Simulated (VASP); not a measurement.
# WS2 in VASP: further runs

The runs below take WS2 through single point, with PBEsol.

Everything below comes from runs of VASP 6.6.1. Logs are shortened: lines on timing, memory, paths and dates and some standing lists are left out, and cuts for length are marked.

## 1. The cell of the first run

The cell holds a slab with vacuum, 12 atoms: a = 3.146 Å, b = 3.146 Å, c = 34.596 Å, α = 90.00°, β = 90.00°, γ = 120.00°.

## 2. Single point, PBEsol

File INCAR:

```
PREC = Accurate ; ENCUT = 520
EDIFF = 1E-7 ; ISMEAR = 0
SIGMA = 0.02 ; LREAL = False
LASPH = True ; NELM = 60
ALGO = Normal ; ISIF = 2
LWAVE = False ; LCHARG = True
GGA = PS ; LELF = True
LVHAR = True ; NBANDS = 64
```

File KPOINTS:

```
regular mesh
0
Gamma
  12 12 1
```

File POSCAR:

```
WS2
1.0
    3.1460316655      0.0000000000      0.0000000000
   -1.5730158327      2.7245433434      0.0000000000
    0.0000000000      0.0000000000     34.5959235656
W S
4 8
Direct
    0.6666666667      0.3333333333      0.4082577679
    0.6666666667      0.3333333333      0.7752182555
    0.3333333333      0.6666666667      0.2247817445
    0.3333333333      0.6666666667      0.5917422321
    0.6666666667      0.3333333333      0.1795000005
    0.6666666667      0.3333333333      0.5464305884
    0.3333333333      0.6666666667      0.3629459691
    0.3333333333      0.6666666667      0.7299024484
    0.6666666667      0.3333333333      0.2700975516
    0.6666666667      0.3333333333      0.6370540309
    0.3333333333      0.6666666667      0.4535694116
    0.3333333333      0.6666666667      0.8204999995
```

Potentials or basis: VASP PAW PBE potentials, release 64 (W_sv, S).

On the command line:

```bash
> cat potpaw_PBE.64/W_sv/POTCAR potpaw_PBE.64/S/POTCAR > POTCAR
> mpirun -np 1 vasp_std > vasp.out
```

OUTCAR:

```text
PREC = Accurate
   ENCUT = 520
   EDIFF = 1E-7
   ISMEAR = 0
   LREAL = False
   LASPH = True
   NELM = 60
   ISIF = 2
   GGA = PS

 ion  position               nearest neighbor table
   1  0.667  0.333  0.408-  11 2.40  11 2.40  11 2.40   7 2.40   7 2.40   7 2.40
   2  0.667  0.333  0.775-  12 2.40  12 2.40  12 2.40   8 2.40   8 2.40   8 2.40
   3  0.333  0.667  0.225-   5 2.40   5 2.40   5 2.40   9 2.40   9 2.40   9 2.40
   4  0.333  0.667  0.592-   6 2.40   6 2.40   6 2.40  10 2.40  10 2.40  10 2.40
   5  0.667  0.333  0.180-   3 2.40   3 2.40   3 2.40
   6  0.667  0.333  0.546-   4 2.40   4 2.40   4 2.40
   7  0.333  0.667  0.363-   1 2.40   1 2.40   1 2.40
   8  0.333  0.667  0.730-   2 2.40   2 2.40   2 2.40
   9  0.667  0.333  0.270-   3 2.40   3 2.40   3 2.40
  10  0.667  0.333  0.637-   4 2.40   4 2.40   4 2.40
  11  0.333  0.667  0.454-   1 2.40   1 2.40   1 2.40
  12  0.333  0.667  0.820-   2 2.40   2 2.40   2 2.40

  LATTYP: Found a hexagonal cell.
 ALAT       =     3.1460316655
 C/A-ratio  =    10.9966863795

  Lattice vectors:

 A1 = (   3.1460316655,   0.0000000000,   0.0000000000)
 A2 = (  -1.5730158327,   2.7245433434,   0.0000000000)
 A3 = (   0.0000000000,   0.0000000000,  34.5959235656)

Analysis of symmetry for initial positions (statically):
=====================================================================
 Subroutine PRICEL returns:
 Original cell was already a primitive cell.

 Routine SETGRP: Setting up the symmetry group for a
 hexagonal supercell.

 Subroutine GETGRP returns: Found 12 space group operations
 (whereof 12 operations were pure point group operations)
 out of a pool of 24 trial point group operations.

The static configuration has the point symmetry D_3d.

Analysis of symmetry for dynamics (positions and initial velocities):
=====================================================================
 Subroutine PRICEL returns:
 Original cell was already a primitive cell.

 Routine SETGRP: Setting up the symmetry group for a
 hexagonal supercell.

 Subroutine GETGRP returns: Found 12 space group operations
 (whereof 12 operations were pure point group operations)
 out of a pool of 24 trial point group operations.

The dynamic configuration has the point symmetry D_3d.

 Subroutine INISYM returns: Found 12 space group operations
 (whereof 12 operations are pure point group operations),
 and found     1 'primitive' translations

----------------------------------------------------------------------------------------

                                     Primitive cell

  volume of cell :     296.5389

  direct lattice vectors                    reciprocal lattice vectors
     3.146031665  0.000000000  0.000000000     0.317860755  0.183516992  0.000000000
    -1.573015833  2.724543343  0.000000000     0.000000000  0.367033985  0.000000000
     0.000000000  0.000000000 34.595923566     0.000000000  0.000000000  0.028905140

  length of vectors
     3.146031665  3.146031665 34.595923566     0.367033985  0.367033985  0.028905140

  position of ions in fractional coordinates (direct lattice)
     0.666666667  0.333333333  0.408257768
     0.666666667  0.333333333  0.775218256
     0.333333333  0.666666667  0.224781744
     0.333333333  0.666666667  0.591742232
     0.666666667  0.333333333  0.179500000
     0.666666667  0.333333333  0.546430588
     0.333333333  0.666666667  0.362945969
     0.333333333  0.666666667  0.729902448
     0.666666667  0.333333333  0.270097552
     0.666666667  0.333333333  0.637054031
     0.333333333  0.666666667  0.453569412
     0.333333333  0.666666667  0.820500000

  ion indices of the primitive-cell ions
   primitive index   ion index
                 1           1
                 2           2
                 3           3
                 4           4
                 5           5
                 6           6
                 7           7
                 8           8
                 9           9
                10          10
                11          11
                12          12

----------------------------------------------------------------------------------------

 KPOINTS: regular mesh

Automatic generation of k-mesh.
 Grid dimensions read from file:
 generate k-points for:   12   12    1

 Generating k-lattice:

  Cartesian coordinates                     Fractional coordinates (reciprocal lattice)
     0.026488396  0.015293083  0.000000000     0.083333333 -0.000000000  0.000000000
     0.000000000  0.030586165  0.000000000     0.000000000  0.083333333  0.000000000
     0.000000000  0.000000000  0.028905140     0.000000000  0.000000000  1.000000000

  Length of vectors
     0.030586165  0.030586165  0.028905140

  Shift w.r.t. Gamma in fractional coordinates (k-lattice)
     0.000000000  0.000000000  0.000000000

 Subroutine IBZKPT returns following result:
 ===========================================

 Found     19 irreducible k-points:

 Following reciprocal coordinates:
            Coordinates               Weight
  0.000000  0.000000  0.000000      1.000000
  0.083333 -0.000000  0.000000      6.000000
  0.166667 -0.000000  0.000000      6.000000
  0.250000 -0.000000  0.000000      6.000000
  0.333333 -0.000000  0.000000      6.000000
  0.416667  0.000000  0.000000      6.000000
[... 11 lines left out ...]
  0.333333  0.250000  0.000000     12.000000
  0.333333  0.333333  0.000000      2.000000
   k-points           NKPTS =     19   k-points in BZ     NKDIM =     19   number of bands    NBANDS=     64
   number of dos      NEDOS =    301   number of ions     NIONS =     12
   total plane-waves  NPLWV = 155520
   dimension x,y,z NGX =    24 NGY =   24 NGZ =  270
   dimension x,y,z NGXF=    48 NGYF=   48 NGZF=  540
   ions per type =               4   8
   NGX,Y,Z   is equivalent  to a cutoff of  12.68, 12.68, 12.97 a.u.
   NGXF,Y,Z  is equivalent  to a cutoff of  25.36, 25.36, 25.95 a.u.
 SYSTEM =  unknown system
   PREC   = accura    normal or accurate (medium, high low for compatibility)
   ISTART =      0    job   : 0-new  1-cont  2-samecut
   ICHARG =      2    charge: 1-file 2-atom 10-const
   ISPIN  =      1    spin polarized calculation?
   LNONCOLLINEAR =      F non collinear calculations
   LSORBIT =      F    spin-orbit coupling
   LASPH  =      T    aspherical Exc in radial PAW
   ENCUT  =  520.0 eV  38.22 Ry    6.18 a.u.   5.85  5.85 64.33*2*pi/ulx,y,z
   NELM   =     60;   NELMIN=  2; NELMDL= -5     # of ELM steps
   EDIFF  = 0.1E-06   stopping-criterion for ELM
   LREAL  =      F    real-space projection
   EDIFFG = 0.1E-05   stopping-criterion for IOM
   NSW    =      0    number of steps for IOM
   IBRION =     -1    ionic relax: 0-MD 1-quasi-New 2-CG
   NFREE  =      0    steps in history (QN), initial steepest desc. (CG)
   ISIF   =      2    stress and relaxation
   ISYM   =      2    0-nonsym 1-usesym 2-fastsym
   POTIM  = 0.5000    time-step for ionic-motion
   TEBEG  =    0.0;   TEEND  =   0.0 temperature during run
   PSTRESS=    0.0 pullay stress
   NELECT =     104.0000    total number of electrons
   NUPDOWN=      -1.0000    fix difference up-down
   EMIN   =  10.00;   EMAX   =-10.00  energy-range for DOS
   EFERMI =   0.00;   METHOD = LEGACY
   ISMEAR =     0;   SIGMA  =   0.02  broadening in eV -4-tet -1-fermi 0-gaus
   EFERMI_NEDOS =   21; number of points for ismear=-14 and -15
   IALGO  =     38    algorithm
   IMIX   =      4    mixing-type and parameters
     AMIX     =   0.40;   BMIX     =  1.00
     AMIX_MAG =   1.60;   BMIX_MAG =  1.00
  volume/ion in A,a.u.               =      24.71       166.76
  Fermi-wavevector in a.u.,A,eV,Ry     =   1.154495  2.181679 18.134641  1.332859
  Thomas-Fermi vector in A             =   2.291131
   LORBIT       =      0    0 simple, 1 ext, 2 COOP (PROOUT), +10 PAW based schemes
   GGA     = PS    functional components
   LHFCALC =     F    Hartree Fock is set to
   AEXX    =    0.0000 exact exchange contribution
   IVDW    =     0    specifies the selected vdW correction
   LEPSILON=     F    determine dielectric tensor
   LRPA    =     F    only Hartree local field effects (RPA)
 non-spin polarized calculation
 Gauss-broadening in eV      SIGMA  =   0.02
  energy-cutoff  :      520.00
  volume of cell :      296.54
 maximum number of plane-waves:      8026
 NGX is ok and might be reduce to    24
   NGX = 11   NGY = 11   NGZ =129

 number of electron     103.9999987 magnetization

 Free energy of the ion-electron system (eV)
  ---------------------------------------------------
  ext. energy  EPLUGINS =         0.00000000
  ---------------------------------------------------
  free energy    TOTEN  =      -101.07782047 eV

  energy without entropy =     -101.07782047  energy(sigma->0) =     -101.07782047

 E-fermi :   3.8528     XC(G=0):  -8.2749

 val. band max:        3.6655187992   @ k =   0.0000   0.0000   0.0000
 cond. band min:       4.9215766989   @ k =   0.1667   0.1667   0.0000
 fundamental gap:      1.2560578997
 Fermi energy:         3.8528063176

 k-point     1 :       0.0000    0.0000    0.0000
  band No.  band energies     occupation
      1     -70.6868      2.00000
      2     -70.6868      2.00000
      3     -70.6851      2.00000
      4     -70.6851      2.00000
      5     -34.9649      2.00000
      6     -34.9649      2.00000
[... 56 lines left out ...]
     63       6.3655      0.00000
     64       6.3754      0.00000

 k-point     2 :       0.0833   -0.0000    0.0000
  band No.  band energies     occupation
      1     -70.6854      2.00000
      2     -70.6854      2.00000
      3     -70.6838      2.00000
      4     -70.6838      2.00000
      5     -34.9602      2.00000
      6     -34.9602      2.00000
[... 1128 lines left out ...]
     63       7.1663      0.00000
     64       7.1986      0.00000

 k-point    19 :       0.3333    0.3333    0.0000
  band No.  band energies     occupation
      1     -70.6643      2.00000
      2     -70.6643      2.00000
      3     -70.6626      2.00000
      4     -70.6626      2.00000
      5     -35.0541      2.00000
      6     -35.0541      2.00000
[... 56 lines left out ...]
     63       7.3512      0.00000
     64       7.3512      0.00000

------------------------ aborting loop because EDIFF is reached ----------------------------------------

  FORCE on cell =-STRESS in cart. coord.  units (eV):
  Direction    XX          YY          ZZ          XY          YZ          ZX
  --------------------------------------------------------------------------------------
  -------------------------------------------------------------------------------------
  Total        0.1505881      0.1505881      0.1790139      0.0000000      0.0000000      0.0000000
  in kB        0.8136158      0.8136158      0.9671984      0.0000000      0.0000000      0.0000000
  external PRESSURE =       0.8648100 kB  Pullay stress =       0.0000000 kB

 VOLUME and BASIS-vectors are now :
 -----------------------------------------------------------------------------
  energy-cutoff  :      520.00
  volume of cell :      296.54
      direct lattice vectors                 reciprocal lattice vectors
     3.146031665  0.000000000  0.000000000     0.317860755  0.183516992  0.000000000
    -1.573015833  2.724543343  0.000000000     0.000000000  0.367033985  0.000000000
     0.000000000  0.000000000 34.595923566     0.000000000  0.000000000  0.028905140

 POSITION                                       TOTAL-FORCE (eV/Angst)
 -----------------------------------------------------------------------------------
      1.57302      0.90818     14.12405        -0.000000      0.000000     -0.000154
      1.57302      0.90818     26.81939         0.000000      0.000000      0.000735
     -0.00000      1.81636      7.77653        -0.000000      0.000000     -0.000735
     -0.00000      1.81636     20.47187         0.000000      0.000000      0.000154
      1.57302      0.90818      6.20997        -0.000000     -0.000000     -0.022486
      1.57302      0.90818     18.90427         0.000000      0.000000     -0.021493
     -0.00000      1.81636     12.55645        -0.000000      0.000000     -0.021651
     -0.00000      1.81636     25.25165        -0.000000     -0.000000     -0.021911
      1.57302      0.90818      9.34427        -0.000000      0.000000      0.021911
      1.57302      0.90818     22.03947        -0.000000     -0.000000      0.021651
     -0.00000      1.81636     15.69165         0.000000     -0.000000      0.021493
     -0.00000      1.81636     28.38596         0.000000      0.000000      0.022486
 -----------------------------------------------------------------------------------
    total drift:                                0.000000     -0.000000     -0.000000

  FREE ENERGIE OF THE ION-ELECTRON SYSTEM (eV)
  ---------------------------------------------------
  free  energy   TOTEN  =      -101.0778204737 eV

  energy  without entropy=     -101.0778204737  energy(sigma->0) =     -101.07782047
```

Wall time 27 min (1 thread of AMD EPYC 7R13, shared host); peak memory 0.51 GiB.

Results:

```
Free energy            : -101.0778 eV
Largest force          : 0.022 eV/Å
Band gap on the k mesh : 1.26 eV, indirect (least direct gap 1.88 eV)
```

Forces on the atoms (eV/Å):
```
W    0.000  0.000  0.000
W    0.000  0.000  0.001
W    0.000  0.000 -0.001
W    0.000  0.000  0.000
S    0.000  0.000 -0.022
S    0.000  0.000 -0.021
S    0.000  0.000 -0.022
S    0.000  0.000 -0.022
S    0.000  0.000  0.022
S    0.000  0.000  0.022
S    0.000  0.000  0.021
S    0.000  0.000  0.022
```

Caveat: the PAW data sets were made with another functional, which shifts forces and pressure a little; spin-orbit coupling is left out, which moves the levels of the heavy elements.

## 3. Single point, PBEsol

File INCAR:

```
PREC = Accurate
ENCUT = 520
EDIFF = 1E-7
ISMEAR = 0
SIGMA = 0.05
LREAL = False
LASPH = True
NELM = 80
ALGO = Normal
ISIF = 2
LWAVE = False
LCHARG = True
GGA = PS
LELF = True
LVHAR = True
NBANDS = 64
```

File KPOINTS:

```
Automatic mesh
0
Gamma
  12 12 1
```

POSCAR is that of step 2.

Potentials or basis: VASP PAW PBE potentials, release 64 (W_sv, S).

On the command line:

```bash
> cat potpaw_PBE.64/W_sv/POTCAR potpaw_PBE.64/S/POTCAR > POTCAR
> mpirun -np 1 vasp_std > vasp.out
```

OUTCAR:

```text
PREC = Accurate
   ENCUT = 520
   EDIFF = 1E-7
   ISMEAR = 0
   LREAL = False
   LASPH = True
   NELM = 80
   ISIF = 2
   GGA = PS

 ion  position               nearest neighbor table
   1  0.667  0.333  0.408-  11 2.40  11 2.40  11 2.40   7 2.40   7 2.40   7 2.40
   2  0.667  0.333  0.775-  12 2.40  12 2.40  12 2.40   8 2.40   8 2.40   8 2.40
   3  0.333  0.667  0.225-   5 2.40   5 2.40   5 2.40   9 2.40   9 2.40   9 2.40
   4  0.333  0.667  0.592-   6 2.40   6 2.40   6 2.40  10 2.40  10 2.40  10 2.40
   5  0.667  0.333  0.180-   3 2.40   3 2.40   3 2.40
   6  0.667  0.333  0.546-   4 2.40   4 2.40   4 2.40
   7  0.333  0.667  0.363-   1 2.40   1 2.40   1 2.40
   8  0.333  0.667  0.730-   2 2.40   2 2.40   2 2.40
   9  0.667  0.333  0.270-   3 2.40   3 2.40   3 2.40
  10  0.667  0.333  0.637-   4 2.40   4 2.40   4 2.40
  11  0.333  0.667  0.454-   1 2.40   1 2.40   1 2.40
  12  0.333  0.667  0.820-   2 2.40   2 2.40   2 2.40

  LATTYP: Found a hexagonal cell.
 ALAT       =     3.1460316655
 C/A-ratio  =    10.9966863795

[... 208 lines left out ...]
      5     -34.9649      2.00000
      6     -34.9649      2.00000
[... 1262 lines left out ...]
     63       7.3512      0.00000
     64       7.3512      0.00000

------------------------ aborting loop because EDIFF is reached ----------------------------------------

  FORCE on cell =-STRESS in cart. coord.  units (eV):
  Direction    XX          YY          ZZ          XY          YZ          ZX
  --------------------------------------------------------------------------------------
  -------------------------------------------------------------------------------------
  Total        0.1505880      0.1505880      0.1790138      0.0000000     -0.0000000     -0.0000000
  in kB        0.8136155      0.8136155      0.9671981      0.0000000     -0.0000000     -0.0000000
  external PRESSURE =       0.8648097 kB  Pullay stress =       0.0000000 kB

 VOLUME and BASIS-vectors are now :
 -----------------------------------------------------------------------------
  energy-cutoff  :      520.00
  volume of cell :      296.54
      direct lattice vectors                 reciprocal lattice vectors
     3.146031665  0.000000000  0.000000000     0.317860755  0.183516992  0.000000000
    -1.573015833  2.724543343  0.000000000     0.000000000  0.367033985  0.000000000
     0.000000000  0.000000000 34.595923566     0.000000000  0.000000000  0.028905140

 POSITION                                       TOTAL-FORCE (eV/Angst)
 -----------------------------------------------------------------------------------
      1.57302      0.90818     14.12405         0.000000      0.000000     -0.000154
      1.57302      0.90818     26.81939         0.000000     -0.000000      0.000735
     -0.00000      1.81636      7.77653        -0.000000      0.000000     -0.000735
     -0.00000      1.81636     20.47187        -0.000000      0.000000      0.000154
      1.57302      0.90818      6.20997         0.000000     -0.000000     -0.022486
      1.57302      0.90818     18.90427        -0.000000      0.000000     -0.021493
     -0.00000      1.81636     12.55645        -0.000000      0.000000     -0.021651
     -0.00000      1.81636     25.25165         0.000000     -0.000000     -0.021911
      1.57302      0.90818      9.34427         0.000000      0.000000      0.021911
      1.57302      0.90818     22.03947        -0.000000     -0.000000      0.021651
     -0.00000      1.81636     15.69165        -0.000000     -0.000000      0.021493
     -0.00000      1.81636     28.38596        -0.000000      0.000000      0.022486
 -----------------------------------------------------------------------------------
    total drift:                                0.000000     -0.000000     -0.000000

  FREE ENERGIE OF THE ION-ELECTRON SYSTEM (eV)
  ---------------------------------------------------
  free  energy   TOTEN  =      -101.0778204736 eV

  energy  without entropy=     -101.0778204736  energy(sigma->0) =     -101.07782047
```

OSZICAR:

```text
N       E                     dE             d eps       ncg     rms          rms(c)
DAV:   1     0.110763414987E+04    0.11076E+04   -0.56208E+04  2728   0.154E+03
DAV:   2    -0.202855345519E+02   -0.11279E+04   -0.10929E+04  2872   0.421E+02
DAV:   3    -0.102558025459E+03   -0.82272E+02   -0.80869E+02  2968   0.109E+02
[... 18 lines left out ...]
DAV:  22    -0.101077818944E+03   -0.96824E-05   -0.21602E-07  1952   0.894E-04    0.346E-04
DAV:  23    -0.101077819924E+03   -0.97982E-06   -0.16473E-08  1768   0.332E-04    0.386E-04
DAV:  24    -0.101077820353E+03   -0.42973E-06   -0.11570E-08  1616   0.202E-04    0.118E-04
DAV:  25    -0.101077820470E+03   -0.11663E-06   -0.50477E-09  1624   0.152E-04    0.845E-05
DAV:  26    -0.101077820474E+03   -0.35470E-08   -0.58939E-10  1456   0.674E-05
   1 F= -.10107782E+03 E0= -.10107782E+03  d E =-.770658E-37
```

Wall time 25 min (1 thread of AMD EPYC 7R13, shared host); peak memory 0.52 GiB.

What came out:

```yaml
Free_energy: -101.0778 eV
Largest_force: 0.022 eV/Å
Band_gap_on_the_k_mesh: 1.26 eV, indirect (least direct gap 1.88 eV)
```

Forces in eV/Å, atoms in the order of the input:
```
W    0.000  0.000  0.000
W    0.000  0.000  0.001
W    0.000  0.000 -0.001
W    0.000  0.000  0.000
S    0.000  0.000 -0.022
S    0.000  0.000 -0.021
S    0.000  0.000 -0.022
S    0.000  0.000 -0.022
S    0.000  0.000  0.022
S    0.000  0.000  0.022
S    0.000  0.000  0.021
S    0.000  0.000  0.022
```

Levels at points of the mesh, in eV from the valence-band top:
| k point | band 50 | band 51 | band 52 | band 53 | band 54 | band 55 |
| --- | --- | --- | --- | --- | --- | --- |
| (0.00, 0.00, 0.00) | -0.54 | -0.21 | 0.00 | 2.53 | 2.53 | 2.53 |
| (0.50, 0.00, 0.00) | -1.44 | -1.41 | -1.38 | 2.55 | 2.56 | 2.57 |

Caveat: the PAW data sets were made with another functional, which shifts forces and pressure a little; spin-orbit coupling is left out, which moves the levels of the heavy elements.

[end of part 1 of 2]
